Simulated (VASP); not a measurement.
LiCl, 2 atoms in the cell. Symmetry: Fm-3m, No. 225, cubic system. The conventional cell has a = 5.112 Å, b = 5.112 Å, c = 5.112 Å, α = 90.00°, β = 90.00°, γ = 90.00°. Within 3.4 Å of Li (site symmetry m-3m) lie 6 Cl at 2.56 Å. Within 3.4 Å of Cl (site symmetry m-3m) lie 6 Li at 2.56 Å. 

* Program: VASP 6.6.1
* Task: phonons
* Functional: r2SCAN
* Potentials or basis: VASP PAW PBE potentials, release 64 (Li_sv, Cl)
* Cutoff: 520 eV
* k mesh: 8 × 8 × 8
* Occupations: gaussian, width 0.01 eV
* Spin: no spin polarisation
* Dipole correction: no
* Further INCAR settings: ALGO = Normal; EDIFF = 1e-08; NBANDS = 12; IBRION = 6; POTIM = 0.015; NSW = 1

Potentials or basis: VASP PAW PBE potentials, release 64 (Li_sv, Cl).

Launch:

```bash
$ cat potpaw_PBE.64/Li_sv/POTCAR potpaw_PBE.64/Cl/POTCAR > POTCAR
$ mpirun -np 1 vasp_std > vasp.out
```

Hardware: 1 thread of AMD EPYC 7R13 Processor (Zen 3), on a shared host.

Question: Estimate the wall time of this run.

Answer: Wall time 7.1 min on 1 thread of AMD EPYC 7R13 Processor (Zen 3), with other jobs on the host, peak memory 0.15 GiB. Counts: scf iterations 88, k points 29.
